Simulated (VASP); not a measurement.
Write the native input for VASP 6.6.1 that does the following.

```
Task                   : single point
Functional             : LDA
Potentials or basis    : VASP PAW LDA potentials, release 64 (Rb_sv, Ge_d)
Cutoff                 : 520 eV
k mesh                 : 7 × 7 × 7
Occupations            : fermi-dirac, width 0.1 eV
Spin                   : no spin polarisation
Dipole correction      : no
Further INCAR settings : ALGO = Normal; EDIFF = 1e-06; NBANDS = 18
```

The structure of RbGe lies in POSCAR:

```
RbGe
1.0
    0.0000000000      3.6635422831      3.6635422831
    3.6635422831      0.0000000000      3.6635422831
    3.6635422831      3.6635422831      0.0000000000
Rb Ge
1 1
Direct
    0.0000000000      0.0000000000      0.0000000000
    0.5000000000      0.5000000000      0.5000000000
```

One way to write it, as run:

INCAR

```
SYSTEM = RbGe
ALGO = Normal
EDIFF = 1E-6
ENCUT = 520
ISIF = 2
ISMEAR = -1
LASPH = .TRUE.
LCHARG = .FALSE.
LREAL = .FALSE.
LWAVE = .FALSE.
NBANDS = 18
NELM = 60
PREC = Accurate
SIGMA = 0.1
```

KPOINTS

```
k-points
0
G
  7 7 7
  0 0 0
```

Potentials or basis: VASP PAW LDA potentials, release 64 (Rb_sv, Ge_d).

Command:

```bash
$ cat potpaw_LDA.64/Rb_sv/POTCAR potpaw_LDA.64/Ge_d/POTCAR > POTCAR
$ mpirun -np 1 vasp_std > vasp.out
```

Results of the run:

```json
{"Pressure": "-1.8 GPa", "Band gap on the k mesh": "zero (an odd number of electrons rules out a gap without spin polarisation)"}
```

It took 46 s on 1 thread of Intel Xeon 8259CL, on a shared host, peak memory 0.21 GiB.
